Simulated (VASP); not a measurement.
# SiSn2Ge3 (P6mm) in VASP: notebook

SiSn2Ge3 is run at these levels: PBE; tasks: single point, relaxation of cell and atoms.

Program: VASP 6.6.1. These are calculated values, not measurements. Logs are shortened: lines on timing, memory, paths and dates and some standing lists are left out, and cuts for length are marked.

## 1. The cell of the first run

It takes space group P6mm (No. 183, hexagonal). The conventional cell has a = 5.822 Å, b = 5.822 Å, c = 4.089 Å, α = 90.00°, β = 90.00°, γ = 120.00°. Within 4.4 Å of Si (site symmetry 6mm) lie 6 Sn at 3.38 Å and 12 Ge at 3.40 to 3.73 Å and 2 Si at 4.09 Å. Within 3.5 Å of Sn (site symmetry 3m) lie 6 Ge at 2.64 to 2.66 Å and 3 Sn at 3.36 Å and 3 Si at 3.38 Å. Within 3.5 Å of Ge (site symmetry 2mm) lie 4 Sn at 2.64 to 2.66 Å and 4 Ge at 2.91 Å and 2 Si at 3.40 Å.

## 2. Single point, PBE

The input, INCAR:

```
SYSTEM = SiSn2Ge3
  PREC = Accurate
  ENCUT = 520
  EDIFF = 1E-6
  ISMEAR = 0
  SIGMA = 0.1
  LREAL = .FALSE.
  LASPH = .TRUE.
  NELM = 100
  ALGO = Normal
  ISIF = 2
  LWAVE = .FALSE.
  LCHARG = .FALSE.
  GGA = PE
  NBANDS = 46
```

The input, KPOINTS:

```
regular mesh
0
G
  3 3 4
  0 0 0
```

The input, POSCAR:

```
SiSn2Ge3
1.0
    5.8221384300      0.0000000000      0.0000000000
   -2.9110692100      5.0421197800      0.0000000000
    0.0000000000      0.0000000000      4.0892927600
Si Sn Ge
1 2 3
Direct
    0.0000000000      0.0000000000      0.8888130200
    0.6666666700      0.3333333300      0.9631379800
    0.3333333300      0.6666666700      0.9631379800
    0.5000000000      0.5000000000      0.4595159900
    0.5000000000      0.0000000000      0.4595159900
    0.0000000000      0.5000000000      0.4595159900
```

Potentials or basis: VASP PAW PBE potentials, release 64 (Si, Sn_d, Ge_d).

The run is started by

```console
cat potpaw_PBE.64/Si/POTCAR potpaw_PBE.64/Sn_d/POTCAR potpaw_PBE.64/Ge_d/POTCAR > POTCAR
mpirun -np 1 vasp_std > vasp.out
```

OUTCAR:

```text
SYSTEM = SiSn2Ge3
   PREC = Accurate
   ENCUT = 520
   EDIFF = 1E-6
   ISMEAR = 0
   LREAL = .FALSE.
   LASPH = .TRUE.
   NELM = 100
   ISIF = 2
   GGA = PE

 ion  position               nearest neighbor table
   1  0.000  0.000  0.889-   2 3.38   3 3.38   3 3.38   2 3.38   2 3.38   3 3.38
   2  0.667  0.333  0.963-   5 2.64   6 2.64   4 2.64   5 2.66   6 2.66   4 2.66   3 3.36   3 3.36
                             3 3.36   1 3.38   1 3.38   1 3.38
   3  0.333  0.667  0.963-   5 2.64   6 2.64   4 2.64   5 2.66   6 2.66   4 2.66   2 3.36   2 3.36
                             2 3.36   1 3.38   1 3.38   1 3.38
   4  0.500  0.500  0.460-   2 2.64   3 2.64   2 2.66   3 2.66   5 2.91   5 2.91   6 2.91   6 2.91

   5  0.500  0.000  0.460-   2 2.64   3 2.64   2 2.66   3 2.66   4 2.91   4 2.91   6 2.91   6 2.91

   6  0.000  0.500  0.460-   2 2.64   3 2.64   2 2.66   3 2.66   5 2.91   5 2.91   4 2.91   4 2.91

  LATTYP: Found a hexagonal cell.
 ALAT       =     5.8221384300
 C/A-ratio  =     0.7023695519

  Lattice vectors:

 A1 = (   5.8221384300,   0.0000000000,   0.0000000000)
 A2 = (  -2.9110692100,   5.0421197800,   0.0000000000)
 A3 = (   0.0000000000,   0.0000000000,   4.0892927600)

Analysis of symmetry for initial positions (statically):
=====================================================================
 Subroutine PRICEL returns:
 Original cell was already a primitive cell.

 Routine SETGRP: Setting up the symmetry group for a
 hexagonal supercell.

 Subroutine GETGRP returns: Found 12 space group operations
 (whereof 12 operations were pure point group operations)
 out of a pool of 24 trial point group operations.

The static configuration has the point symmetry C_6v.

Analysis of symmetry for dynamics (positions and initial velocities):
=====================================================================
 Subroutine PRICEL returns:
 Original cell was already a primitive cell.

 Routine SETGRP: Setting up the symmetry group for a
 hexagonal supercell.

 Subroutine GETGRP returns: Found 12 space group operations
 (whereof 12 operations were pure point group operations)
 out of a pool of 24 trial point group operations.

The dynamic configuration has the point symmetry C_6v.

 Subroutine INISYM returns: Found 12 space group operations
 (whereof 12 operations are pure point group operations),
 and found     1 'primitive' translations

----------------------------------------------------------------------------------------

                                     Primitive cell

  volume of cell :     120.0449

  direct lattice vectors                    reciprocal lattice vectors
     5.822138430  0.000000000  0.000000000     0.171758197  0.099164641  0.000000000
    -2.911069210  5.042119780  0.000000000     0.000000000  0.198329283  0.000000000
     0.000000000  0.000000000  4.089292760     0.000000000  0.000000000  0.244541063

  length of vectors
     5.822138430  5.822138423  4.089292760     0.198329283  0.198329283  0.244541063

  position of ions in fractional coordinates (direct lattice)
     0.000000000  0.000000000  0.888813020
     0.666666670  0.333333330  0.963137980
     0.333333330  0.666666670  0.963137980
     0.500000000  0.500000000  0.459515990
     0.500000000  0.000000000  0.459515990
     0.000000000  0.500000000  0.459515990

  ion indices of the primitive-cell ions
   primitive index   ion index
                 1           1
                 2           2
                 3           3
                 4           4
                 5           5
                 6           6

----------------------------------------------------------------------------------------

 KPOINTS: regular mesh

Automatic generation of k-mesh.
 Grid dimensions read from file:
 generate k-points for:    3    3    4

 Generating k-lattice:

  Cartesian coordinates                     Fractional coordinates (reciprocal lattice)
     0.057252732  0.033054880  0.000000000     0.333333333 -0.000000000  0.000000000
     0.000000000  0.066109761  0.000000000     0.000000000  0.333333333  0.000000000
     0.000000000  0.000000000  0.061135266     0.000000000  0.000000000  0.250000000

  Length of vectors
     0.066109761  0.066109761  0.061135266

  Shift w.r.t. Gamma in fractional coordinates (k-lattice)
     0.000000000  0.000000000  0.000000000

 Subroutine IBZKPT returns following result:
 ===========================================

 Found      9 irreducible k-points:

 Following reciprocal coordinates:
            Coordinates               Weight
  0.000000  0.000000  0.000000      1.000000
  0.333333  0.000000  0.000000      6.000000
  0.333333  0.333333  0.000000      2.000000
  0.000000  0.000000  0.250000      2.000000
  0.333333  0.000000  0.250000     12.000000
  0.333333  0.333333  0.250000      4.000000
  0.000000  0.000000  0.500000      1.000000
  0.333333  0.000000  0.500000      6.000000
  0.333333  0.333333  0.500000      2.000000
   k-points           NKPTS =      9   k-points in BZ     NKDIM =      9   number of bands    NBANDS=     46
   number of dos      NEDOS =    301   number of ions     NIONS =      6
   total plane-waves  NPLWV =  69120
   dimension x,y,z NGX =    48 NGY =   48 NGZ =   30
   dimension x,y,z NGXF=    96 NGYF=   96 NGZF=   60
   ions per type =               1   2   3
   NGX,Y,Z   is equivalent  to a cutoff of  13.71, 13.71, 12.20 a.u.
   NGXF,Y,Z  is equivalent  to a cutoff of  27.41, 27.41, 24.39 a.u.
 SYSTEM =  SiSn2Ge3
   PREC   = accura    normal or accurate (medium, high low for compatibility)
   ISTART =      0    job   : 0-new  1-cont  2-samecut
   ICHARG =      2    charge: 1-file 2-atom 10-const
   ISPIN  =      1    spin polarized calculation?
   LNONCOLLINEAR =      F non collinear calculations
   LSORBIT =      F    spin-orbit coupling
   LASPH  =      T    aspherical Exc in radial PAW
   ENCUT  =  520.0 eV  38.22 Ry    6.18 a.u.  10.83 10.83  7.60*2*pi/ulx,y,z
   NELM   =    100;   NELMIN=  2; NELMDL= -5     # of ELM steps
   EDIFF  = 0.1E-05   stopping-criterion for ELM
   LREAL  =      F    real-space projection
   EDIFFG = 0.1E-04   stopping-criterion for IOM
   NSW    =      0    number of steps for IOM
   IBRION =     -1    ionic relax: 0-MD 1-quasi-New 2-CG
   NFREE  =      0    steps in history (QN), initial steepest desc. (CG)
   ISIF   =      2    stress and relaxation
   ISYM   =      2    0-nonsym 1-usesym 2-fastsym
   POTIM  = 0.5000    time-step for ionic-motion
   TEBEG  =    0.0;   TEEND  =   0.0 temperature during run
   PSTRESS=    0.0 pullay stress
   NELECT =      74.0000    total number of electrons
   NUPDOWN=      -1.0000    fix difference up-down
   EMIN   =  10.00;   EMAX   =-10.00  energy-range for DOS
   EFERMI =   0.00;   METHOD = LEGACY
   ISMEAR =     0;   SIGMA  =   0.10  broadening in eV -4-tet -1-fermi 0-gaus
   EFERMI_NEDOS =   21; number of points for ismear=-14 and -15
   IALGO  =     38    algorithm
   IMIX   =      4    mixing-type and parameters
     AMIX     =   0.40;   BMIX     =  1.00
     AMIX_MAG =   1.60;   BMIX_MAG =  1.00
  volume/ion in A,a.u.               =      20.01       135.02
  Fermi-wavevector in a.u.,A,eV,Ry     =   1.393277  2.632912 26.411909  1.941221
  Thomas-Fermi vector in A             =   2.516939
   LORBIT       =      0    0 simple, 1 ext, 2 COOP (PROOUT), +10 PAW based schemes
   GGA     = PE    functional components
   LHFCALC =     F    Hartree Fock is set to
   AEXX    =    0.0000 exact exchange contribution
   IVDW    =     0    specifies the selected vdW correction
   LEPSILON=     F    determine dielectric tensor
   LRPA    =     F    only Hartree local field effects (RPA)
 non-spin polarized calculation
 Gauss-broadening in eV      SIGMA  =   0.10
  energy-cutoff  :      520.00
  volume of cell :      120.04
 maximum number of plane-waves:      3267
 NGX is ok and might be reduce to    48
   NGX = 21   NGY = 21   NGZ = 15

 number of electron      73.9999992 magnetization

 Free energy of the ion-electron system (eV)
  ---------------------------------------------------
  ext. energy  EPLUGINS =         0.00000000
  ---------------------------------------------------
  free energy    TOTEN  =       -20.62950431 eV

  energy without entropy =      -20.61070147  energy(sigma->0) =      -20.62010289

 E-fermi :   8.4585     XC(G=0): -10.9927

 val. band max:        8.4321926819   @ k =   0.3333   0.3333   0.0000
 cond. band min:       8.4971850446   @ k =   0.0000   0.0000   0.2500
 fundamental gap:      0.0649923628
 Fermi energy:         8.4585033473

 k-point     1 :       0.0000    0.0000    0.0000
  band No.  band energies     occupation
      1     -16.7883      2.00000
      2     -16.7720      2.00000
      3     -16.7481      2.00000
      4     -16.7481      2.00000
      5     -16.7470      2.00000
      6     -16.7470      2.00000
[... 38 lines left out ...]
     45      12.2104      0.00000
     46      12.7962      0.00000

 k-point     2 :       0.3333    0.0000    0.0000
  band No.  band energies     occupation
      1     -16.7658      2.00000
      2     -16.7656      2.00000
      3     -16.7483      2.00000
      4     -16.7421      2.00000
      5     -16.7354      2.00000
      6     -16.7194      2.00000
[... 38 lines left out ...]
     45      12.4685      0.00000
     46      12.8049      0.00000

 k-point     3 :       0.3333    0.3333    0.0000
  band No.  band energies     occupation
      1     -16.7565      2.00000
      2     -16.7565      2.00000
      3     -16.7377      2.00000
      4     -16.7323      2.00000
      5     -16.7323      2.00000
      6     -16.7215      2.00000
[... 283 lines left out ...]
     45      14.7998      0.00000
     46      15.2022      0.00000

 k-point     9 :       0.3333    0.3333    0.5000
  band No.  band energies     occupation
      1     -16.7581      2.00000
      2     -16.7581      2.00000
      3     -16.7231      2.00000
      4     -16.7227      2.00000
      5     -16.7227      2.00000
      6     -16.7144      2.00000
[... 38 lines left out ...]
     45      13.9188      0.00000
     46      14.1339      0.00000

------------------------ aborting loop because EDIFF is reached ----------------------------------------

  FORCE on cell =-STRESS in cart. coord.  units (eV):
  Direction    XX          YY          ZZ          XY          YZ          ZX
  --------------------------------------------------------------------------------------
  -------------------------------------------------------------------------------------
  Total       11.7214241     11.7214240     22.6980714      0.0000000      0.0000000      0.0000000
  in kB      156.4397349    156.4397346    302.9393226      0.0000002      0.0000000      0.0000000
  external PRESSURE =     205.2729307 kB  Pullay stress =       0.0000000 kB

 VOLUME and BASIS-vectors are now :
 -----------------------------------------------------------------------------
  energy-cutoff  :      520.00
  volume of cell :      120.04
      direct lattice vectors                 reciprocal lattice vectors
     5.822138430  0.000000000  0.000000000     0.171758197  0.099164641  0.000000000
    -2.911069210  5.042119780  0.000000000     0.000000000  0.198329283  0.000000000
     0.000000000  0.000000000  4.089292760     0.000000000  0.000000000  0.244541063

 POSITION                                       TOTAL-FORCE (eV/Angst)
 -----------------------------------------------------------------------------------
      0.00000      0.00000      3.63462        -0.000000      0.000000     -0.060806
      2.91107      1.68071      3.93855        -0.000000      0.000000     -0.103821
     -0.00000      3.36141      3.93855         0.000000      0.000000     -0.103821
      1.45553      2.52106      1.87910        -0.000000      0.000000      0.089483
      2.91107      0.00000      1.87910        -0.000000     -0.000000      0.089483
     -1.45553      2.52106      1.87910        -0.000000      0.000000      0.089483
 -----------------------------------------------------------------------------------
    total drift:                               -0.000000     -0.000001     -0.000419

  FREE ENERGIE OF THE ION-ELECTRON SYSTEM (eV)
  ---------------------------------------------------
  free  energy   TOTEN  =       -20.6295043118 eV

  energy  without entropy=      -20.6107014741  energy(sigma->0) =      -20.62010289
```

It took 52 s on 1 thread of Intel Xeon 6975P-C (Granite Rapids), shared host; peak memory 0.26 GiB.

What came out:

| Quantity | Value |
| --- | --- |
| Free energy | -20.6295 eV |
| Pressure | 20.5 GPa |
| Largest force | 0.104 eV/Å |
| Band gap on the k mesh | zero (band 37 reaches 9.04 eV, above the bottom of band 38 at 6.39 eV) |

Forces on the atoms (eV/Å):
```
Si   0.000  0.000 -0.061
Sn   0.000  0.000 -0.104
Sn   0.000  0.000 -0.104
Ge   0.000  0.000  0.089
Ge   0.000  0.000  0.089
Ge   0.000  0.000  0.089
```

Stress tensor (GPa, compression positive):
```
15.64  0.00  0.00
 0.00 15.64  0.00
 0.00  0.00 30.29
```

Levels at points of the mesh, in eV from the Fermi level:
```tsv
k point	band 33	band 34	band 35	band 36	band 37	band 38	band 39	band 40	band 41	band 42
(0.00, 0.00, 0.00)	-4.90	-3.43	0.37	0.58	0.58	1.15	1.67	1.67	1.70	1.70
(0.00, 0.00, 0.50)	-4.87	-4.87	-3.05	-3.05	-2.07	-2.07	-1.23	4.87	4.87	5.07
```

Caveat: the k points lie up to 0.42 Å⁻¹ apart; spin-orbit coupling is left out, which moves the levels of the heavy elements.

## 3. Single point, PBE

This run uses another cell than the first one, of 24.74 Å³/atom, 1.237 times its volume.

The input, INCAR:

```
ALGO = Normal
EDIFF = 1E-6
ENCUT = 520
GGA = PE
ISIF = 2
ISMEAR = 0
LASPH = T
LCHARG = F
LREAL = F
LWAVE = F
NBANDS = 46
NELM = 100
PREC = Accurate
SIGMA = 0.1
```

The input, KPOINTS:

```
k-points
0
Gamma
  3 3 4
```

The input, POSCAR:

```
SiSn2Ge3
1.0
    5.4695348119     -0.0000000027      0.0000000000
   -2.7347674036      4.7367560953      0.0000000000
    0.0000000000      0.0000000000      5.7296204920
Si Sn Ge
1 2 3
Direct
    0.0000000000      0.0000000000      0.6624597501
    0.6666666667      0.3333333333      0.9979449957
    0.3333333333      0.6666666667      0.9979449957
    0.5000000000      0.5000000000      0.5117624028
    0.5000000000      0.0000000000      0.5117624028
    0.0000000000      0.5000000000      0.5117624028
```

Potentials or basis: VASP PAW PBE potentials, release 64 (Si, Sn_d, Ge_d).

The run is started by

```console
cat potpaw_PBE.64/Si/POTCAR potpaw_PBE.64/Sn_d/POTCAR potpaw_PBE.64/Ge_d/POTCAR > POTCAR
mpirun -np 1 vasp_std > vasp.out
```

OUTCAR:

```text
EDIFF = 1E-6
   ENCUT = 520
   GGA = PE
   ISIF = 2
   ISMEAR = 0
   LASPH = T
   LREAL = F
   NELM = 100
   PREC = Accurate

 ion  position               nearest neighbor table
   1  0.000  0.000  0.662-   6 2.87   6 2.87   4 2.87   4 2.87   5 2.87   5 2.87
   2  0.667  0.333  0.998-   3 3.16   3 3.16   3 3.16   5 3.20   6 3.20   4 3.20
   3  0.333  0.667  0.998-   2 3.16   2 3.16   2 3.16   5 3.20   6 3.20   4 3.20
   4  0.500  0.500  0.512-   5 2.73   5 2.73   6 2.73   6 2.73   1 2.87   1 2.87   3 3.20   2 3.20

   5  0.500  0.000  0.512-   4 2.73   4 2.73   6 2.73   6 2.73   1 2.87   1 2.87   3 3.20   2 3.20
[... 633 lines left out ...]
  -------------------------------------------------------------------------------------
  Total       -0.0205651     -0.0205651     -0.3119554     -0.0000000      0.0000000      0.0000000
  in kB       -0.2219644     -0.2219644     -3.3670206     -0.0000000      0.0000000      0.0000000
  external PRESSURE =      -1.2703165 kB  Pullay stress =       0.0000000 kB

 VOLUME and BASIS-vectors are now :
 -----------------------------------------------------------------------------
  energy-cutoff  :      520.00
  volume of cell :      148.44
      direct lattice vectors                 reciprocal lattice vectors
     5.469534812 -0.000000003  0.000000000     0.182830905  0.105557472  0.000000000
    -2.734767404  4.736756095  0.000000000     0.000000000  0.211114945  0.000000000
     0.000000000  0.000000000  5.729620492     0.000000000  0.000000000  0.174531629

 POSITION                                       TOTAL-FORCE (eV/Angst)
 -----------------------------------------------------------------------------------
      0.00000      0.00000      3.79564        -0.000000     -0.000000     -0.016591
      2.73477      1.57892      5.71785         0.000000      0.000000      0.001871
      0.00000      3.15784      5.71785         0.000000      0.000000      0.001871
      1.36738      2.36838      2.93220         0.000000     -0.000000      0.004283
      2.73477     -0.00000      2.93220        -0.000000      0.000000      0.004283
     -1.36738      2.36838      2.93220         0.000000      0.000000      0.004283
 -----------------------------------------------------------------------------------
    total drift:                               -0.000000     -0.000000      0.001106

  FREE ENERGIE OF THE ION-ELECTRON SYSTEM (eV)
  ---------------------------------------------------
  free  energy   TOTEN  =       -24.5058678792 eV

  energy  without entropy=      -24.4754299818  energy(sigma->0) =      -24.49064893
```

Run time: 76 s. Hardware: 1 thread of Intel Xeon 6975P-C (Granite Rapids), shared host; peak memory 0.29 GiB.

What came out:

| Property | Result |
| --- | --- |
| Free energy | -24.5059 eV |
| Pressure | -0.1 GPa |
| Largest force | 0.017 eV/Å |
| Band gap on the k mesh | zero (band 37 reaches 6.35 eV, above the bottom of band 38 at 5.75 eV) |

Forces in eV/Å, atoms in the order of the input:
```
Si   0.000  0.000 -0.017
Sn   0.000  0.000  0.002
Sn   0.000  0.000  0.002
Ge   0.000  0.000  0.004
Ge   0.000  0.000  0.004
Ge   0.000  0.000  0.004
```

Levels at points of the mesh, in eV from the Fermi level:
| k point | band 34 | band 35 | band 36 | band 37 | band 38 | band 39 | band 40 | band 41 |
| --- | --- | --- | --- | --- | --- | --- | --- | --- |
| (0.00, 0.00, 0.00) | -4.19 | -2.68 | -0.75 | -0.75 | 0.73 | 0.75 | 0.80 | 0.80 |
| (0.00, 0.00, 0.50) | -4.23 | -2.39 | -2.39 | -1.02 | -0.28 | 0.62 | 0.62 | 1.08 |

Caveat: the k points lie up to 0.44 Å⁻¹ apart; spin-orbit coupling is left out, which moves the levels of the heavy elements.

(Continued in part 2 of 2.)
